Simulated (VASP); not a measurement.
# B2P (P1) in VASP: single point with PBE

Aim: the single point of B2P with PBE.

Everything below comes from runs of VASP 6.6.1. Logs are shortened: lines on timing, memory, paths and dates and some standing lists are left out, and cuts for length are marked.

### 1 The cell of the first run

The typed cell holds 6 atoms: a = 3.166 Å, b = 4.086 Å, c = 4.829 Å, α = 104.92°, β = 83.85°, γ = 82.56°.

### 2 Single point, PBE

File INCAR:

```
SYSTEM = B2P
ALGO = Normal
EDIFF = 1E-6
ENCUT = 520
GGA = PE
ISIF = 2
ISMEAR = 0
LASPH = .TRUE.
LCHARG = .FALSE.
LREAL = .FALSE.
LWAVE = .FALSE.
NBANDS = 20
NELM = 100
PREC = Accurate
SIGMA = 0.1
```

File KPOINTS:

```
k-points
0
G
  8 6 6
  0 0 0
```

File POSCAR:

```
B2P
1.0
    0.2171914081      0.1801370256      3.1535907903
    4.0420374230     -0.5283488871      0.2830463289
   -0.6530583282      4.7760142677      0.2917041069
B P
4 2
Direct
   -0.1690322784     -0.0063897444      0.2967175103
    0.0846898928      0.7553327214      0.5518412224
    0.4006922332      0.7769090850      0.2182961345
    0.4979500618      0.4000665097      0.9442939197
    0.0448759810      1.1102444525     -0.0716741861
    0.6408241095      0.4638369757      0.5605253992
```

Potentials or basis: VASP PAW PBE potentials, release 64 (B, P).

Command:

```sh
$ cat potpaw_PBE.64/B/POTCAR potpaw_PBE.64/P/POTCAR > POTCAR
$ mpirun -np 1 vasp_std > vasp.out
```

OUTCAR:

```text
SYSTEM = B2P
   EDIFF = 1E-6
   ENCUT = 520
   GGA = PE
   ISIF = 2
   ISMEAR = 0
   LASPH = .TRUE.
   LREAL = .FALSE.
   NELM = 100
   PREC = Accurate

 ion  position               nearest neighbor table
   1  0.831  0.994  0.297-   3 1.74   3 1.86   2 1.93   6 1.99   5 2.03
   2  0.085  0.755  0.552-   3 1.83   1 1.93   6 1.96   5 1.99   6 2.00
   3  0.401  0.777  0.218-   4 1.72   1 1.74   2 1.83   1 1.86   5 2.45   6 2.46
   4  0.498  0.400  0.944-   3 1.72   5 1.95   6 1.95   5 1.97
   5  0.045  0.110  0.928-   4 1.95   4 1.97   2 1.99   1 2.03   3 2.45   6 2.87
   6  0.641  0.464  0.561-   4 1.95   2 1.96   1 1.99   2 2.00   3 2.46   5 2.87

  LATTYP: Found a triclinic cell.
 ALAT       =     3.1661895598
 B/A-ratio  =     2.1539630857
 C/A-ratio  =     1.5268827279
 COS(alpha) =     0.0014060702
 COS(beta)  =     0.5454776726
 COS(gamma) =     0.6177247585

  Lattice vectors:

 A1 = (   0.2171914081,   0.1801370256,   3.1535907903)
 A2 = (   3.6061705029,   4.4278024062,   3.7283412261)
 A3 = (  -3.8248460149,   0.7084859127,   2.8705444614)

Analysis of symmetry for initial positions (statically):
=====================================================================
 Subroutine PRICEL returns:
 Original cell was already a primitive cell.

 Routine SETGRP: Setting up the symmetry group for a
 triclinic supercell.

 Subroutine GETGRP returns: Found  1 space group operations
 (whereof  1 operations were pure point group operations)
 out of a pool of  2 trial point group operations.

The static configuration has the point symmetry C_1 .

Analysis of symmetry for dynamics (positions and initial velocities):
=====================================================================
 Subroutine PRICEL returns:
 Original cell was already a primitive cell.

 Routine SETGRP: Setting up the symmetry group for a
 triclinic supercell.

 Subroutine GETGRP returns: Found  1 space group operations
 (whereof  1 operations were pure point group operations)
 out of a pool of  2 trial point group operations.

The dynamic configuration has the point symmetry C_1 .

 Subroutine INISYM returns: Found  1 space group operations
 (whereof  1 operations are pure point group operations),
 and found     1 'primitive' translations

----------------------------------------------------------------------------------------

                                     Primitive cell

  volume of cell :      59.2186

  direct lattice vectors                    reciprocal lattice vectors
     0.217191408  0.180137026  3.153590790    -0.025430423 -0.023032019  0.320165886
     4.042037423 -0.528348887  0.283046329     0.253451446  0.035847406 -0.019503140
    -0.653058328  4.776014268  0.291704107     0.028997348  0.214213945 -0.014233247

  length of vectors
     3.166189560  4.086237181  4.829274143     0.321999029  0.256715883  0.216635744

  position of ions in fractional coordinates (direct lattice)
     0.830967722  0.993610256  0.296717510
     0.084689893  0.755332721  0.551841222
     0.400692233  0.776909085  0.218296135
     0.497950062  0.400066510  0.944293920
     0.044875981  0.110244452  0.928325814
     0.640824110  0.463836976  0.560525399

  ion indices of the primitive-cell ions
   primitive index   ion index
                 1           1
                 2           2
                 3           3
                 4           4
                 5           5
                 6           6

----------------------------------------------------------------------------------------

 KPOINTS: k-points

Automatic generation of k-mesh.
 Grid dimensions read from file:
 generate k-points for:    8    6    6

 Generating k-lattice:

  Cartesian coordinates                     Fractional coordinates (reciprocal lattice)
    -0.003178803 -0.002879002  0.040020736     0.125000000 -0.000000000 -0.000000000
     0.042241908  0.005974568 -0.003250523     0.000000000  0.166666667 -0.000000000
     0.004832891  0.035702324 -0.002372208    -0.000000000  0.000000000  0.166666667

  Length of vectors
     0.040249879  0.042785980  0.036105957

  Shift w.r.t. Gamma in fractional coordinates (k-lattice)
     0.000000000  0.000000000  0.000000000

 Subroutine IBZKPT returns following result:
 ===========================================

 Found    148 irreducible k-points:

 Following reciprocal coordinates:
            Coordinates               Weight
  0.000000  0.000000  0.000000      1.000000
  0.125000 -0.000000  0.000000      2.000000
  0.250000 -0.000000  0.000000      2.000000
  0.375000 -0.000000  0.000000      2.000000
  0.500000 -0.000000  0.000000      1.000000
  0.000000  0.166667  0.000000      2.000000
[... 16 lines left out ...]
  0.125000  0.500000  0.000000      2.000000
  0.250000  0.500000  0.000000      2.000000
 [... further k-points ...]
   k-points           NKPTS =    148   k-points in BZ     NKDIM =    148   number of bands    NBANDS=     20
   number of dos      NEDOS =    301   number of ions     NIONS =      6
   total plane-waves  NPLWV =  25920
   dimension x,y,z NGX =    24 NGY =   30 NGZ =   36
   dimension x,y,z NGXF=    48 NGYF=   60 NGZF=   72
   ions per type =               4   2
   NGX,Y,Z   is equivalent  to a cutoff of  12.60, 12.21, 12.39 a.u.
   NGXF,Y,Z  is equivalent  to a cutoff of  25.20, 24.41, 24.79 a.u.
 SYSTEM =  B2P
   PREC   = accura    normal or accurate (medium, high low for compatibility)
   ISTART =      0    job   : 0-new  1-cont  2-samecut
   ICHARG =      2    charge: 1-file 2-atom 10-const
   ISPIN  =      1    spin polarized calculation?
   LNONCOLLINEAR =      F non collinear calculations
   LSORBIT =      F    spin-orbit coupling
   LASPH  =      T    aspherical Exc in radial PAW
   ENCUT  =  520.0 eV  38.22 Ry    6.18 a.u.   5.89  7.60  8.98*2*pi/ulx,y,z
   NELM   =    100;   NELMIN=  2; NELMDL= -5     # of ELM steps
   EDIFF  = 0.1E-05   stopping-criterion for ELM
   LREAL  =      F    real-space projection
   EDIFFG = 0.1E-04   stopping-criterion for IOM
   NSW    =      0    number of steps for IOM
   IBRION =     -1    ionic relax: 0-MD 1-quasi-New 2-CG
   NFREE  =      0    steps in history (QN), initial steepest desc. (CG)
   ISIF   =      2    stress and relaxation
   ISYM   =      2    0-nonsym 1-usesym 2-fastsym
   POTIM  = 0.5000    time-step for ionic-motion
   TEBEG  =    0.0;   TEEND  =   0.0 temperature during run
   PSTRESS=    0.0 pullay stress
   NELECT =      22.0000    total number of electrons
   NUPDOWN=      -1.0000    fix difference up-down
   EMIN   =  10.00;   EMAX   =-10.00  energy-range for DOS
   EFERMI =   0.00;   METHOD = LEGACY
   ISMEAR =     0;   SIGMA  =   0.10  broadening in eV -4-tet -1-fermi 0-gaus
   EFERMI_NEDOS =   21; number of points for ismear=-14 and -15
   IALGO  =     38    algorithm
   IMIX   =      4    mixing-type and parameters
     AMIX     =   0.40;   BMIX     =  1.00
     AMIX_MAG =   1.60;   BMIX_MAG =  1.00
  volume/ion in A,a.u.               =       9.87        66.60
  Fermi-wavevector in a.u.,A,eV,Ry     =   1.176873  2.223968 18.844478  1.385030
  Thomas-Fermi vector in A             =   2.313229
   LORBIT       =      0    0 simple, 1 ext, 2 COOP (PROOUT), +10 PAW based schemes
   GGA     = PE    functional components
   LHFCALC =     F    Hartree Fock is set to
   AEXX    =    0.0000 exact exchange contribution
   IVDW    =     0    specifies the selected vdW correction
   LEPSILON=     F    determine dielectric tensor
   LRPA    =     F    only Hartree local field effects (RPA)
 non-spin polarized calculation
 Gauss-broadening in eV      SIGMA  =   0.10
  energy-cutoff  :      520.00
  volume of cell :       59.22
 maximum number of plane-waves:      1612
   NGX = 11   NGY = 15   NGZ = 17

 number of electron      22.0000000 magnetization

 Free energy of the ion-electron system (eV)
  ---------------------------------------------------
  ext. energy  EPLUGINS =         0.00000000
  ---------------------------------------------------
  free energy    TOTEN  =       -37.54294222 eV

  energy without entropy =      -37.54245208  energy(sigma->0) =      -37.54269715

 E-fermi :   7.6601     XC(G=0): -11.3467

 val. band max:        7.6517415590   @ k =  -0.1250   0.3333   0.5000
 cond. band min:       7.9373305202   @ k =   0.5000  -0.0000   0.1667
 fundamental gap:      0.2855889611
 Fermi energy:         7.6600996890

 k-point     1 :       0.0000    0.0000    0.0000
  band No.  band energies     occupation
      1      -8.2355      2.00000
      2      -3.4771      2.00000
      3      -1.9670      2.00000
      4       0.3538      2.00000
      5       0.9514      2.00000
      6       2.0104      2.00000
[... 12 lines left out ...]
     19      15.7781      0.00000
     20      16.1252      0.00000

 k-point     2 :       0.1250   -0.0000    0.0000
  band No.  band energies     occupation
      1      -8.0350      2.00000
      2      -3.3636      2.00000
      3      -1.8138      2.00000
      4       0.1333      2.00000
      5       1.2692      2.00000
      6       2.0782      2.00000
[... 12 lines left out ...]
     19      15.6512      0.00000
     20      16.0275      0.00000

 k-point     3 :       0.2500   -0.0000    0.0000
  band No.  band energies     occupation
      1      -7.4402      2.00000
      2      -3.1425      2.00000
      3      -1.5738      2.00000
      4      -0.4159      2.00000
      5       1.5413      2.00000
      6       1.9310      2.00000
[... 12 lines left out ...]
     19      15.8512      0.00000
     20      16.6271      0.00000

 k-point     4 :       0.3750   -0.0000    0.0000
  band No.  band energies     occupation
      1      -6.4798      2.00000
      2      -3.6906      2.00000
      3      -1.5280      2.00000
      4      -0.0295      2.00000
      5       0.7578      2.00000
      6       2.1230      2.00000
[... 429 lines left out ...]
 k-point    23 :       0.1250    0.5000    0.0000
  band No.  band energies     occupation
      1      -6.4238      2.00000
      2      -5.7669      2.00000
      3      -2.2907      2.00000
      4      -1.0777      2.00000
      5       1.7032      2.00000
      6       2.3374      2.00000
[... 12 lines left out ...]
     19      15.8342      0.00000
     20      16.1485      0.00000

 k-point    24 :       0.2500    0.5000    0.0000
  band No.  band energies     occupation
      1      -6.0554      2.00000
      2      -5.0372      2.00000
      3      -1.8559      2.00000
      4      -0.5560      2.00000
      5       0.5962      2.00000
      6       1.5947      2.00000
[... 12 lines left out ...]
     19      16.1586      0.00000
     20      16.4608      0.00000

 [... further k-points ...]
[... 5 lines left out ...]
  --------------------------------------------------------------------------------------
  -------------------------------------------------------------------------------------
  Total       -0.0804350     -0.0612350     -0.0731610     -0.0057258     -0.0006278      0.0038757
  in kB       -2.1761934     -1.6567321     -1.9793926     -0.1549133     -0.0169852      0.1048582
  external PRESSURE =      -1.9374394 kB  Pullay stress =       0.0000000 kB

 VOLUME and BASIS-vectors are now :
 -----------------------------------------------------------------------------
  energy-cutoff  :      520.00
  volume of cell :       59.22
      direct lattice vectors                 reciprocal lattice vectors
     0.217191408  0.180137026  3.153590790    -0.025430423 -0.023032019  0.320165886
     4.042037423 -0.528348887  0.283046329     0.253451446  0.035847406 -0.019503140
    -0.653058328  4.776014268  0.291704107     0.028997348  0.214213945 -0.014233247

 POSITION                                       TOTAL-FORCE (eV/Angst)
 -----------------------------------------------------------------------------------
      4.00292      1.04184      2.98832         0.005696     -0.005405     -0.002250
      2.71109      2.25178      0.64185        -0.011632      0.008783      0.000413
      3.08476      0.70429      1.54720         0.001877     -0.000740      0.005271
      1.10856      4.38829      1.95902        -0.009519     -0.005415      0.000319
     -0.15089      4.38353      0.44352         0.004172     -0.001548     -0.005872
      1.64797      2.54745      2.31569         0.009405      0.004325      0.002119
 -----------------------------------------------------------------------------------
    total drift:                                0.000064     -0.000014     -0.000045

  FREE ENERGIE OF THE ION-ELECTRON SYSTEM (eV)
  ---------------------------------------------------
  free  energy   TOTEN  =       -37.5429422227 eV

  energy  without entropy=      -37.5424520810  energy(sigma->0) =      -37.54269715
```

Run time: 63 s. Hardware: 1 thread of AMD EPYC 9R45 (Zen 5), shared host; peak memory 0.23 GiB.

What came out:

```
Free energy            : -37.5429 eV
Pressure               : -0.2 GPa
Largest force          : 0.015 eV/Å
Band gap on the k mesh : zero (band 11 reaches 7.65 eV, above the bottom of band 12 at 7.49 eV)
```

Forces in eV/Å, atoms in the order of the input:
```
B    0.006 -0.005 -0.002
B   -0.012  0.009  0.000
B    0.002 -0.001  0.005
B   -0.010 -0.005  0.000
P    0.004 -0.002 -0.006
P    0.009  0.004  0.002
```

Levels at points of the mesh, in eV from the Fermi level:
| k point | band 8 | band 9 | band 10 | band 11 | band 12 | band 13 | band 14 | band 15 |
| --- | --- | --- | --- | --- | --- | --- | --- | --- |
| (0.00, 0.00, 0.00) | -3.47 | -2.75 | -0.92 | -0.47 | 2.53 | 3.22 | 3.73 | 3.95 |
| (0.50, 0.00, 0.00) | -4.27 | -3.93 | -3.54 | -2.55 | -0.18 | 1.10 | 1.33 | 4.08 |
| (0.00, 0.50, 0.00) | -2.59 | -1.98 | -0.71 | -0.47 | 2.25 | 2.80 | 4.11 | 4.28 |
| (0.50, 0.50, 0.00) | -5.63 | -4.17 | -3.30 | -2.47 | 3.12 | 3.88 | 4.15 | 4.99 |
| (0.00, 0.00, 0.50) | -3.69 | -2.33 | -1.71 | -0.87 | 0.80 | 1.72 | 2.27 | 4.14 |
| (0.50, 0.00, 0.50) | -3.99 | -3.61 | -2.41 | -1.91 | 0.70 | 1.87 | 2.51 | 4.33 |
| (0.00, 0.50, 0.50) | -2.44 | -2.28 | -1.27 | -0.93 | 2.22 | 2.96 | 3.10 | 4.49 |
| (0.50, 0.50, 0.50) | -5.43 | -2.58 | -1.65 | -0.67 | 0.37 | 2.54 | 5.11 | 5.46 |
